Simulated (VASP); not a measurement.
Wanted: the native input for a VASP 6.6.1 run.

| Quantity | Value |
| --- | --- |
| Task | single point |
| Functional | PBE |
| Potentials or basis | VASP PAW PBE potentials, release 64 (Ti_sv, C) |
| Cutoff | 520 eV |
| k mesh | 11 × 11 × 11 |
| Occupations | fermi-dirac, width 0.05 eV |
| Spin | no spin polarisation |
| Hubbard terms | Ti d U = 1.0 eV |
| Dipole correction | no |
| Further INCAR settings | ALGO = Normal; EDIFF = 1e-06; NBANDS = 15 |

The structure of TiC lies in POSCAR:

```
TiC
1.0
    0.0000000000      2.1706526754      2.1706526754
    2.1706526754      0.0000000000      2.1706526754
    2.1706526754      2.1706526754      0.0000000000
Ti C
1 1
Direct
    0.0000000000      0.0000000000      0.0000000000
    0.5000000000      0.5000000000      0.5000000000
```

One way to write it, as run:

INCAR

```
PREC = Accurate
ENCUT = 520
EDIFF = 1E-6
ISMEAR = -1
SIGMA = 0.05
LREAL = False
LASPH = True
NELM = 150
ALGO = Normal
ISIF = 2
LWAVE = False
LCHARG = True
LMAXMIX = 4
LDAU = True
LDAUTYPE = 2
LDAUL = 2 -1
LDAUU = 1 0
LDAUJ = 0 0
LDAUPRINT = 1
GGA = PE
LELF = True
LVHAR = True
NBANDS = 15
```

KPOINTS

```
regular mesh
0
Gamma
  11 11 11
```

Potentials or basis: VASP PAW PBE potentials, release 64 (Ti_sv, C).

Launch:

```console
$ cat potpaw_PBE.64/Ti_sv/POTCAR potpaw_PBE.64/C/POTCAR > POTCAR
$ mpirun -np 1 vasp_std > vasp.out
```

Results of the run:

```yaml
Pressure: 1.5 GPa
Band_gap_on_the_k_mesh: zero (band 8 reaches 10.23 eV, above the bottom of band 9 at 9.03 eV)
```

Caveat: U without spin polarisation on a metal has little footing; the U is typed as a test and isn't derived for this compound.

Wall time 11 s on 1 thread of AMD EPYC 9R45 96-Core Processor (Zen 5), with other jobs on the host, peak memory 0.11 GiB.
